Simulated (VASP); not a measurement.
Runs of VASP 6.6.1 on Ir. The structure is that of space group Fm-3m (No. 225), or close to it. The cells are those of the table. 

```tsv
task	cell	k mesh	cutoff (eV)	smearing	ions in elastic constants	gap on the mesh (eV)	pressure (GPa)	relaxed volume (Å³/atom)
relaxation of cell and atoms	relaxed from a = 2.695 Å, angles 60.0°, 1 atom	18 × 18 × 18	600	fermi-dirac 0.15 eV	-	none	0.0	(a)
single point	a = 2.725 Å, angles 60.0°, 1 atom	8 × 8 × 8	520	gaussian 0.1 eV	-	none	-8.9	-
single point	a = 2.695 Å, angles 60.0°, 1 atom	18 × 18 × 18	520	gaussian 0.1 eV	-	none	2.6	-
relaxation of cell and atoms	relaxed from a = 2.725 Å, angles 60.0°, 1 atom	8 × 8 × 8	600	gaussian 0.1 eV	-	none	-0.4	13.99
single point	a = 2.696 Å, angles 60.0°, 1 atom	18 × 18 × 18	520	fermi-dirac 0.15 eV	-	none	2.6	-
single point	a = 2.698 Å, angles 60.0°, 1 atom	8 × 8 × 8	520	gaussian 0.1 eV	-	none	2.6	-
relaxation of cell and atoms	relaxed from a = 2.698 Å, angles 60.0°, 1 atom	18 × 18 × 18	600	gaussian 0.1 eV	-	none	0.0	13.93
```

Alike in all rows: level LDA; potentials or basis VASP PAW LDA potentials, release 64 (Ir); no spin polarisation.

**Question.** Fill in the values left out.

**Answer.** (a) 13.95.

Caveats: spin-orbit coupling is left out, which moves the levels of the heavy elements.

A k mesh can miss the band edges, and the runs leave out spin-orbit coupling on Ir.

A gap of «none» marks levels without a gap at the run's occupations.
